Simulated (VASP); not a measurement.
A run of VASP 6.6.1:

File INCAR:

```
PREC = Accurate ; ENCUT = 520
EDIFF = 1E-7 ; ISMEAR = 0
SIGMA = 0.01 ; LREAL = False
LASPH = True ; NELM = 150
ALGO = Normal ; ISIF = 2
LWAVE = False ; LCHARG = True
ISPIN = 2 ; MAGMOM = -2.27 2.27 -0.16 0.16
LORBIT = 11 ; LMAXMIX = 4
GGA = PE ; LELF = True
LVHAR = True ; NBANDS = 27
```

File KPOINTS:

```
Automatic mesh
0
Gamma
  15 15 15
```

Contents of POSCAR:

```
CoO
1.0
    1.6023488678      0.9251165501      5.0981384179
   -1.6023488678      0.9251165501      5.0981384179
    0.0000000000     -1.8502331003      5.0981384179
Co O
2 2
Direct
    0.9993075987      0.9993075987      0.9993075987
    0.4993076415      0.4993076415      0.4993076415
    0.3756918774      0.3756918774      0.3756918774
    0.8756922323      0.8756922323      0.8756922323
```

Potentials or basis: VASP PAW PBE potentials, release 64 (Co, O).

Run with:

```sh
$ cat potpaw_PBE.64/Co/POTCAR potpaw_PBE.64/O/POTCAR > POTCAR
$ mpirun -np 1 vasp_std > vasp.out
```

Hardware: 1 thread of Oxide Virtual Turin-like Processor, with other jobs on the host.

Question: Estimate the wall time of this run.

Answer: It took 54 min on 1 thread of Oxide Virtual Turin-like Processor, on a shared host, peak memory 0.7 GiB. Counts: scf iterations 19, k points 344.
